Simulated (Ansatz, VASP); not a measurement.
## One calculation of Ga2O3, two programs

The input POSCAR:

```
Ga2O3
1.0
    2.5287807454      1.4599922441      4.5409452415
   -2.5287807454      1.4599922441      4.5409452415
    0.0000000000     -2.9199844882      4.5409452415
Ga O
4 6
Direct
    0.3558404579      0.3558404579      0.3558404579
    0.1441595421      0.1441595421      0.1441595421
    0.6441595421      0.6441595421      0.6441595421
    0.8558404579      0.8558404579      0.8558404579
    0.5531316574      0.9468683426      0.2500000000
    0.2500000000      0.5531316574      0.9468683426
    0.9468683426      0.2500000000      0.5531316574
    0.4468683426      0.0531316574      0.7500000000
    0.7500000000      0.4468683426      0.0531316574
    0.0531316574      0.7500000000      0.4468683426
```

INCAR.step1

```
SYSTEM = Ga2O3
ALGO     = Normal         ! electronic algorithm
EDIFF    = 1E-4           ! SCF threshold, eV
ENCUT    = 520            ! plane-wave cutoff, eV
GGA      = PE             ! functional
ISMEAR   = 0              ! smearing method
LASPH    = .TRUE.         ! aspherical terms in the spheres
LCHARG   = .FALSE.        ! write CHGCAR
LREAL    = .FALSE.        ! projectors in reciprocal space
LWAVE    = .TRUE.         ! write WAVECAR
NBANDS   = 55             ! bands
NELM     = 100            ! most SCF steps
PREC     = Accurate       ! precision mode
SIGMA    = 0.02           ! smearing width, eV
```

INCAR.step2

```
SYSTEM = Ga2O3
ALGO     = Normal         ! electronic algorithm
EDIFF    = 1E-7           ! SCF threshold, eV
ENCUT    = 520            ! plane-wave cutoff, eV
ISIF     = 2              ! what is computed and relaxed
ISMEAR   = 0              ! smearing method
ISTART   = 1            
LASPH    = .TRUE.         ! aspherical terms in the spheres
LCHARG   = .FALSE.        ! write CHGCAR
LMIXTAU  = .TRUE.       
LREAL    = .FALSE.        ! projectors in reciprocal space
LWAVE    = .FALSE.        ! write WAVECAR
METAGGA  = R2SCAN         ! meta-GGA
NBANDS   = 55             ! bands
NELM     = 100            ! most SCF steps
PREC     = Accurate       ! precision mode
SIGMA    = 0.02           ! smearing width, eV
```

KPOINTS

```
k-points
0
G
  9 9 9
  0 0 0
```

Input for Ansatz:

```yaml
crystal:
  lattice:
    - [2.5287807454, 1.4599922441, 4.5409452415]
    - [-2.5287807454, 1.4599922441, 4.5409452415]
    - [0.0, -2.9199844882, 4.5409452415]
  atoms:
    - { symbol: Ga, position: [0.3558404579, 0.3558404579, 0.3558404579] }
    - { symbol: Ga, position: [0.1441595421, 0.1441595421, 0.1441595421] }
    - { symbol: Ga, position: [0.6441595421, 0.6441595421, 0.6441595421] }
    - { symbol: Ga, position: [0.8558404579, 0.8558404579, 0.8558404579] }
    - { symbol: O, position: [0.5531316574, 0.9468683426, 0.25] }
    - { symbol: O, position: [0.25, 0.5531316574, 0.9468683426] }
    - { symbol: O, position: [0.9468683426, 0.25, 0.5531316574] }
    - { symbol: O, position: [0.4468683426, 0.0531316574, 0.75] }
    - { symbol: O, position: [0.75, 0.4468683426, 0.0531316574] }
    - { symbol: O, position: [0.0531316574, 0.75, 0.4468683426] }
basis:
  ecutwfc: 500
kpoints:
  mp_grid: { grid: [9, 9, 9] }
  band_path:
    path:
      - [[0.0, 0.0, 0.0], [0.5, 0.5, 0.5], [0.76441777, 0.23558223, 0.5]]
      - [[0.5, -0.23558223, 0.23558223], [0.5, 0.0, 0.0], [0.0, 0.0, 0.0], [0.36779111, -0.36779111, 0.0]]
      - [[0.63220889, 0.0, 0.36779111], [0.5, 0.0, 0.5], [0.0, 0.0, 0.0]]
    npoints: 14
hamiltonian:
  xc: r2scan
scf:
  occupations: { method: gaussian, width: 0.02 }
  n_extra_bands: 25
output:
  forces: true
  stress: true
  eigenvalues: true
  populations: true
  dos: { projected: true, de: 0.02, nscf_kmesh: { grid: [14, 14, 14] } }
  bader: true
  write_density: true
  write_potential: true
  elf: true
  volumetric_format: npy
```

Alike in both runs: task single point; functional r2SCAN; k mesh 9 × 9 × 9; occupations gaussian, width 0.02 eV; no spin polarisation.

```csv
,VASP,Ansatz
version,VASP 6.6.1,Ansatz 0.2.0
potentials or method,"VASP PAW PBE potentials, release 64 (Ga_d, O), cutoff 520 eV","scalar-relativistic, plane waves, PAW"
valence electrons in the cell,88,88
```

```tsv
	VASP	Ansatz	Ansatz less VASP
gap on the k mesh at the Fermi level (eV)	3.08	3.09	+0.007
least direct gap on the mesh (eV)	3.31	3.31	+0.002
pressure (GPa)	-7.6	-9.1	-1.54
traceless stress, the component that is largest in VASP (GPa)	0.39	0.77	+0.372
rms of the force components (eV/Å)	0.031	0.022	-0.0094
```

VASP's potentials were made for PBE, not for r2SCAN. Atom by atom the forces differ by 0.021 eV/Å (rms over components). With one functional, cell and mesh, what is left measures potentials, basis and numerics.
